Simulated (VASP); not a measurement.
Here is a VASP 6.6.1 calculation.

Contents of INCAR:

```
SYSTEM = WSe2
PREC     = Accurate       ! precision mode
ENCUT    = 500            ! plane-wave cutoff, eV
EDIFF    = 1E-7           ! SCF threshold, eV
ISMEAR   = 0              ! smearing method
SIGMA    = 0.02           ! smearing width, eV
LREAL    = .FALSE.        ! projectors in reciprocal space
LASPH    = .TRUE.         ! aspherical terms in the spheres
NELM     = 120            ! most SCF steps
ALGO     = Normal         ! electronic algorithm
ISIF     = 3              ! what is computed and relaxed
LWAVE    = .FALSE.        ! write WAVECAR
LCHARG   = .FALSE.        ! write CHGCAR
GGA      = PE             ! functional
IBRION   = 2              ! ionic algorithm
NSW      = 70             ! ionic steps
EDIFFG   = -0.008         ! ionic threshold
PSTRESS  = 200.0        
GGA_COMPAT= .FALSE.      
NELMIN   = 4
```

File KPOINTS:

```
regular mesh
0
G
  12 12 4
  0 0 0
```

POSCAR

```
WSe2
1.0
    3.1400512201      0.0000000000      0.0000000000
   -1.5700256100      2.7193641258      0.0000000000
    0.0000000000      0.0000000000     11.9375606261
W Se
2 4
Direct
    0.6666666667      0.3333333333      0.7500000000
    0.3333333333      0.6666666667      0.2500000000
    0.3333333333      0.6666666667      0.8879270868
    0.6666666667      0.3333333333      0.3879270868
    0.3333333333      0.6666666667      0.6120729132
    0.6666666667      0.3333333333      0.1120729132
```

Potentials or basis: VASP PAW PBE potentials, release 64 (W_sv, Se).

Run with:

```sh
$ cat potpaw_PBE.64/W_sv/POTCAR potpaw_PBE.64/Se/POTCAR > POTCAR
$ mpirun -np 1 vasp_std > vasp.out
```

Q: Estimate the relaxed cell.

A: a = 3.156 Å, b = 3.156 Å, c = 11.863 Å, α = 90.00°, β = 90.00°, γ = 120.00°.

Q: Estimate the band gap on the k mesh.

A: 0.38 eV (least direct gap 1.10 eV).

Q: What does it give for the space group after relaxing (to 0.1 Å)?

A: P6_3/mmc (No. 194).

Q: What does it give for the relaxed volume?

A: 17.05 Å³/atom.

Forces on the atoms (eV/Å):
```
W    0.000  0.000  0.000
W    0.000  0.000  0.000
Se   0.000  0.000  0.002
Se   0.000  0.000  0.002
Se   0.000  0.000 -0.002
Se   0.000  0.000 -0.002
```

Caveat: the cell is relaxed towards a set pressure, so the run minimises the enthalpy, not the energy; spin-orbit coupling is left out, which moves the levels of the heavy elements. A k mesh can miss the band edges.
